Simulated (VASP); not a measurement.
# Ir (Fm-3m) in VASP: notebook

The runs below take Ir through single point, with PBE0, r2SCANh.

All numbers are computed with VASP 6.6.1; they aren't measurements. Logs are shortened: lines on timing, memory, paths and dates and some standing lists are left out, and cuts for length are marked.

### Step 1. The cell of the first run

It takes space group Fm-3m (No. 225, cubic). The conventional cell has a = 3.753 Å, b = 3.753 Å, c = 3.753 Å, α = 90.00°, β = 90.00°, γ = 90.00°. Ir (site symmetry m-3m) has 12 Ir at 2.65 Å within 3.5 Å.

### Step 2. Single point, PBE0

Contents of POSCAR:

```
Ir
1.0
    0.0000000000      1.8764951499      1.8764951499
    1.8764951499      0.0000000000      1.8764951499
    1.8764951499      1.8764951499      0.0000000000
Ir
1
Direct
    0.0000000000      0.0000000000      0.0000000000
```

Contents of INCAR.step1:

```
PREC     = Accurate       # precision mode
ENCUT    = 420            # plane-wave cutoff, eV
EDIFF    = 1E-5           # SCF threshold, eV
ISMEAR   = -1             # smearing method
SIGMA    = 0.05           # smearing width, eV
LREAL    = F              # projectors in reciprocal space
LASPH    = T              # aspherical terms in the spheres
NELM     = 120            # most SCF steps
ALGO     = Normal         # electronic algorithm
ISIF     = 2              # what is computed and relaxed
LWAVE    = T              # write WAVECAR
NBANDS   = 14             # bands
GGA      = PE             # functional
GGA_COMPAT= F
```

Contents of INCAR.step2:

```
PREC     = Accurate       # precision mode
ENCUT    = 420            # plane-wave cutoff, eV
EDIFF    = 1E-6           # SCF threshold, eV
ISMEAR   = -1             # smearing method
SIGMA    = 0.05           # smearing width, eV
LREAL    = F              # projectors in reciprocal space
LASPH    = T              # aspherical terms in the spheres
NELM     = 120            # most SCF steps
ALGO     = Normal         # electronic algorithm
ISIF     = 2              # what is computed and relaxed
LWAVE    = F              # write WAVECAR
LCHARG   = T              # write CHGCAR
GGA      = PE             # functional
LHFCALC  = T              # exact exchange
AEXX     = 0.25           # exact-exchange fraction
PRECFOCK = Normal       
LELF     = T              # ELF
LVHAR    = T            
NBANDS   = 14             # bands
ISTART   = 1            
GGA_COMPAT= F
```

Contents of KPOINTS:

```
Automatic mesh
0
Gamma
  6 6 6
```

Potentials or basis: VASP PAW PBE potentials, release 64 (Ir_sv_GW).

Launch:

```console
$ cat potpaw_PBE.64/Ir_sv_GW/POTCAR > POTCAR
$ cp INCAR.step1 INCAR
$ mpirun -np 1 vasp_std > vasp.out
$ cp INCAR.step2 INCAR
$ mpirun -np 1 vasp_std > vasp.out
```

OUTCAR:

```text
PREC = Accurate
   ENCUT = 420
   EDIFF = 1E-6
   ISMEAR = -1
   LREAL = F
   LASPH = T
   NELM = 120
   ISIF = 2
   GGA = PE
   LHFCALC = T
   AEXX = 0.25
   PRECFOCK = Normal
   ISTART = 1

 ion  position               nearest neighbor table
   1  0.000  0.000  0.000-

  LATTYP: Found a face centered cubic cell.
 ALAT       =     3.7529902998

  Lattice vectors:

 A1 = (   0.0000000000,   1.8764951499,   1.8764951499)
 A2 = (   1.8764951499,   0.0000000000,   1.8764951499)
 A3 = (   1.8764951499,   1.8764951499,   0.0000000000)

Analysis of symmetry for initial positions (statically):
=====================================================================
 Subroutine PRICEL returns:
 Original cell was already a primitive cell.

 Routine SETGRP: Setting up the symmetry group for a
 face centered cubic supercell.

 Subroutine GETGRP returns: Found 48 space group operations
 (whereof 48 operations were pure point group operations)
 out of a pool of 48 trial point group operations.

The static configuration has the point symmetry O_h .

Analysis of symmetry for dynamics (positions and initial velocities):
=====================================================================
 Subroutine PRICEL returns:
 Original cell was already a primitive cell.

 Routine SETGRP: Setting up the symmetry group for a
 face centered cubic supercell.

 Subroutine GETGRP returns: Found 48 space group operations
 (whereof 48 operations were pure point group operations)
 out of a pool of 48 trial point group operations.

The dynamic configuration has the point symmetry O_h .

 Subroutine INISYM returns: Found 48 space group operations
 (whereof 48 operations are pure point group operations),
 and found     1 'primitive' translations

----------------------------------------------------------------------------------------

                                     Primitive cell

  volume of cell :      13.2152

  direct lattice vectors                    reciprocal lattice vectors
     0.000000000  1.876495150  1.876495150    -0.266454193  0.266454193  0.266454193
     1.876495150  0.000000000  1.876495150     0.266454193 -0.266454193  0.266454193
     1.876495150  1.876495150  0.000000000     0.266454193  0.266454193 -0.266454193

  length of vectors
     2.653764891  2.653764891  2.653764891     0.461512199  0.461512199  0.461512199

  position of ions in fractional coordinates (direct lattice)
     0.000000000  0.000000000  0.000000000

  ion indices of the primitive-cell ions
   primitive index   ion index
                 1           1

----------------------------------------------------------------------------------------

 KPOINTS: Automatic mesh

Automatic generation of k-mesh.
 Grid dimensions read from file:
 generate k-points for:    6    6    6

 Generating k-lattice:

  Cartesian coordinates                     Fractional coordinates (reciprocal lattice)
    -0.044409032  0.044409032  0.044409032     0.166666667  0.000000000  0.000000000
     0.044409032 -0.044409032  0.044409032     0.000000000  0.166666667  0.000000000
     0.044409032  0.044409032 -0.044409032     0.000000000  0.000000000  0.166666667

  Length of vectors
     0.076918700  0.076918700  0.076918700

  Shift w.r.t. Gamma in fractional coordinates (k-lattice)
     0.000000000  0.000000000  0.000000000

 Subroutine IBZKPT returns following result:
 ===========================================

 Found     16 irreducible k-points:

 Following reciprocal coordinates:
            Coordinates               Weight
  0.000000  0.000000  0.000000      1.000000
  0.166667  0.000000  0.000000      8.000000
  0.333333  0.000000  0.000000      8.000000
  0.500000  0.000000  0.000000      4.000000
  0.166667  0.166667  0.000000      6.000000
  0.333333  0.166667  0.000000     24.000000
[... 8 lines left out ...]
 -0.333333  0.333333  0.166667     24.000000
 -0.333333  0.500000  0.166667     12.000000
   k-points           NKPTS =     16   k-points in BZ     NKDIM =    216   number of bands    NBANDS=     14
   number of dos      NEDOS =    301   number of ions     NIONS =      1
   total plane-waves  NPLWV =   5832
   dimension x,y,z NGX =    18 NGY =   18 NGZ =   18
   dimension x,y,z NGXF=    36 NGYF=   36 NGZF=   36
   ions per type =               1
   NGX,Y,Z   is equivalent  to a cutoff of  11.28, 11.28, 11.28 a.u.
   NGXF,Y,Z  is equivalent  to a cutoff of  22.55, 22.55, 22.55 a.u.
 SYSTEM =  unknown system
   PREC   = accura    normal or accurate (medium, high low for compatibility)
   ISTART =      1    job   : 0-new  1-cont  2-samecut
   ICHARG =      0    charge: 1-file 2-atom 10-const
   ISPIN  =      1    spin polarized calculation?
   LNONCOLLINEAR =      F non collinear calculations
   LSORBIT =      F    spin-orbit coupling
   LASPH  =      T    aspherical Exc in radial PAW
   ENCUT  =  420.0 eV  30.87 Ry    5.56 a.u.   4.43  4.43  4.43*2*pi/ulx,y,z
   NELM   =    120;   NELMIN=  2; NELMDL=  0     # of ELM steps
   EDIFF  = 0.1E-05   stopping-criterion for ELM
   LREAL  =      F    real-space projection
   EDIFFG = 0.1E-04   stopping-criterion for IOM
   NSW    =      0    number of steps for IOM
   IBRION =     -1    ionic relax: 0-MD 1-quasi-New 2-CG
   NFREE  =      0    steps in history (QN), initial steepest desc. (CG)
   ISIF   =      2    stress and relaxation
   ISYM   =      3    0-nonsym 1-usesym 2-fastsym
   POTIM  = 0.5000    time-step for ionic-motion
   TEBEG  =    0.0;   TEEND  =   0.0 temperature during run
   PSTRESS=    0.0 pullay stress
   NELECT =      17.0000    total number of electrons
   NUPDOWN=      -1.0000    fix difference up-down
   EMIN   =  10.00;   EMAX   =-10.00  energy-range for DOS
   EFERMI =   0.00;   METHOD = LEGACY
   ISMEAR =    -1;   SIGMA  =   0.05  broadening in eV -4-tet -1-fermi 0-gaus
   EFERMI_NEDOS =   21; number of points for ismear=-14 and -15
   IALGO  =     38    algorithm
   IMIX   =      1    mixing-type and parameters
     AMIX     =   0.40;   BMIX     =  1.00
     AMIX_MAG =   1.60;   BMIX_MAG =  1.00
  volume/ion in A,a.u.               =      13.22        89.18
  Fermi-wavevector in a.u.,A,eV,Ry     =   1.780466  3.364593 43.131275  3.170059
  Thomas-Fermi vector in A             =   2.845252
   LORBIT       =      0    0 simple, 1 ext, 2 COOP (PROOUT), +10 PAW based schemes
   GGA     = PE    functional components
   LHFCALC =     T    Hartree Fock is set to
   PRECFOCK=normal    Normal, Fast or Accurate (Low or Medium for compatibility)
   ENCUT4O =  -1.0   cutoff for four orbital integrals eV
   NKREDX  =     1    reduce k-point grid by
   NKREDY  =     1    reduce k-point grid by
   NKREDZ  =     1    reduce k-point grid by
   AEXX    =    0.2500 exact exchange contribution
   HFSCREEN=    0.0000 screening length (either q_TF or 0.3 A-1)
   HFSCREENC=   0.0000 screening length for correlation (either q_TF or 0.3 A-1)
   ENCUTFOCK=  -1.0 apply spherical cutoff to Coloumb kernel
   IVDW    =     0    specifies the selected vdW correction
   LEPSILON=     F    determine dielectric tensor
   LRPA    =     F    only Hartree local field effects (RPA)
 non-spin polarized calculation
  energy-cutoff  :      420.00
  volume of cell :       13.22
 maximum number of plane-waves:       269
 NGX is ok and might be reduce to    18
  NGX = 14; NGY = 14; NGZ = 14

 number of electron      17.0000000 magnetization

 Free energy of the ion-electron system (eV)
  ---------------------------------------------------
  ext. energy  EPLUGINS =         0.00000000
  ---------------------------------------------------
  free energy    TOTEN  =        -9.86852043 eV

  energy without entropy =       -9.86182737  energy(sigma->0) =       -9.86517390

 E-fermi :  13.1775     XC(G=0): -11.7288

 val. band max:       13.1204786303   @ k =   0.5000   0.3333   0.1667
 cond. band min:      13.9385996008   @ k =   0.3333   0.0000   0.0000
 fundamental gap:      0.8181209705
 Fermi energy:        13.1775003763

 k-point     1 :       0.0000    0.0000    0.0000
  band No.  band energies     occupation
      1     -84.1131      2.00000
      2     -39.0625      2.00000
      3     -39.0625      2.00000
      4     -39.0625      2.00000
      5       0.4761      2.00000
      6       8.5065      2.00000
      7       8.5065      2.00000
      8       8.5065      2.00000
      9      11.6635      2.00000
     10      11.6635      2.00000
     11      28.6647      0.00000
     12      34.8262      0.00000
     13      34.8262      0.00000
     14      34.8262      0.00000

 k-point     2 :       0.1667    0.0000    0.0000
  band No.  band energies     occupation
      1     -84.0858      2.00000
      2     -39.3688      2.00000
      3     -39.1052      2.00000
      4     -39.1052      2.00000
      5       1.8370      2.00000
      6       7.9533      2.00000
      7       8.9915      2.00000
      8       8.9915      2.00000
      9      11.5803      2.00000
     10      11.5803      2.00000
     11      30.5325      0.00000
     12      31.5948      0.00000
     13      37.1167      0.00000
     14      37.1167      0.00000

 k-point     3 :       0.3333    0.0000    0.0000
  band No.  band energies     occupation
      1     -84.0309      2.00000
      2     -39.9583      2.00000
      3     -39.1883      2.00000
      4     -39.1883      2.00000
      5       3.6062      2.00000
      6       8.6653      2.00000
      7       8.6653      2.00000
      8       9.2672      2.00000
      9      13.9386      0.00000
     10      13.9386      0.00000
     11      26.9795      0.00000
     12      30.7905      0.00000
     13      38.6731      0.00000
     14      38.6731      0.00000
[... 188 lines left out ...]
 k-point    15 :      -0.3333    0.3333    0.1667
  band No.  band energies     occupation
      1     -83.9760      2.00000
      2     -39.9849      2.00000
      3     -39.6934      2.00000
      4     -39.4004      2.00000
      5       6.1136      2.00000
      6       6.3035      2.00000
      7       8.1558      2.00000
      8      10.8759      2.00000
      9      15.1856      0.00000
     10      22.3940      0.00000
     11      22.4990      0.00000
     12      29.7899      0.00000
     13      31.1191      0.00000
     14      37.1284      0.00000

 k-point    16 :      -0.3333    0.5000    0.1667
  band No.  band energies     occupation
      1     -83.9669      2.00000
      2     -40.0130      2.00000
      3     -39.6757      2.00000
      4     -39.5099      2.00000
      5       4.8915      2.00000
      6       5.7303      2.00000
      7       9.7101      2.00000
      8      12.0126      2.00000
      9      16.3317      0.00000
     10      22.3796      0.00000
     11      24.5045      0.00000
     12      26.3413      0.00000
     13      29.4356      0.00000
     14      41.1760      0.00000

------------------------ aborting loop because EDIFF is reached ----------------------------------------

  FORCE on cell =-STRESS in cart. coord.  units (eV):
  Direction    XX          YY          ZZ          XY          YZ          ZX
  --------------------------------------------------------------------------------------
  -------------------------------------------------------------------------------------
  Total        2.0599272      2.0599272      2.0599272      0.0000000      0.0000000     -0.0000000
  in kB      249.7411517    249.7411517    249.7411517      0.0000000      0.0000000     -0.0000000
  external PRESSURE =     249.7411517 kB  Pullay stress =       0.0000000 kB

 VOLUME and BASIS-vectors are now :
 -----------------------------------------------------------------------------
  energy-cutoff  :      420.00
  volume of cell :       13.22
      direct lattice vectors                 reciprocal lattice vectors
     0.000000000  1.876495150  1.876495150    -0.266454193  0.266454193  0.266454193
     1.876495150  0.000000000  1.876495150     0.266454193 -0.266454193  0.266454193
     1.876495150  1.876495150  0.000000000     0.266454193  0.266454193 -0.266454193

 POSITION                                       TOTAL-FORCE (eV/Angst)
 -----------------------------------------------------------------------------------
      0.00000      0.00000      0.00000         0.000000      0.000000      0.000000
 -----------------------------------------------------------------------------------
    total drift:                               -0.000000      0.000000      0.000000

  FREE ENERGIE OF THE ION-ELECTRON SYSTEM (eV)
  ---------------------------------------------------
  free  energy   TOTEN  =        -9.8685204330 eV

  energy  without entropy=       -9.8618273716  energy(sigma->0) =       -9.86517390
```

Run time: 3.3 min. Hardware: 1 thread of Intel Xeon 6975P-C (Granite Rapids), shared host; peak memory 0.12 GiB.

Results:

```yaml
Free_energy: -9.8685 eV
Pressure: 25.0 GPa
Band_gap_on_the_k_mesh: zero (an odd number of electrons rules out a gap without spin polarisation)
```

Levels at points of the mesh, in eV from the Fermi level:
```
           k point  band 6  band 7  band 8  band 9  band 10  band 11
(0.00, 0.00, 0.00)   -4.67   -4.67   -4.67   -1.51    -1.51    15.49
(0.50, 0.00, 0.00)   -4.93   -4.93   -0.69    2.35     2.35    10.30
(0.50, 0.50, 0.00)   -8.86    1.92    2.91    3.10     3.10    13.91
```

Caveat: the k points lie up to 0.48 Å⁻¹ apart, too coarse for converged energies and pressures of a metal; the PAW data sets were made with another functional, which shifts forces and pressure a little; spin-orbit coupling is left out, which moves the levels of the heavy elements.

(Continued in part 2 of 3.)

The gap in the log of VASP goes by the Fermi energy; the results here count the filled bands.